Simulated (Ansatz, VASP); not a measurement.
# Mn in VASP and in Ansatz

```
CELL_PARAMETERS angstrom
2.45150 0.00000 0.00000
-1.22575 2.12306 0.00000
0.00000 0.00000 2.10251
ATOMIC_POSITIONS crystal
Mn 0.00000 0.00000 0.00000
```

Alike in both runs: functional PBEsol; k mesh 27 × 27 × 26; occupations gaussian, width 0.1 eV; no spin polarisation.

Ansatz relaxed the structure, and its values are those at the end. VASP's run is a single point on that final structure, the one shown.

```csv
,VASP,Ansatz
version,VASP 6.6.1,Ansatz 0.2.0
potentials or method,"VASP PAW PBE potentials, release 64 (Mn_sv), cutoff 600 eV","scalar-relativistic, plane waves, PAW"
valence electrons in the cell,15,15
```

Ansatz gave:

* gap on the k mesh at the Fermi level (eV): none
* pressure (GPa): 0.0

Problem. Estimate VASP's values.

Solution. gap on the k mesh at the Fermi level (eV): none; pressure (GPa): -3.0.

VASP's potentials were made for PBE, not for PBEsol. A gap of «none» marks a metal or a gap that the smearing closes. With one functional, cell and mesh, what is left measures potentials, basis and numerics.
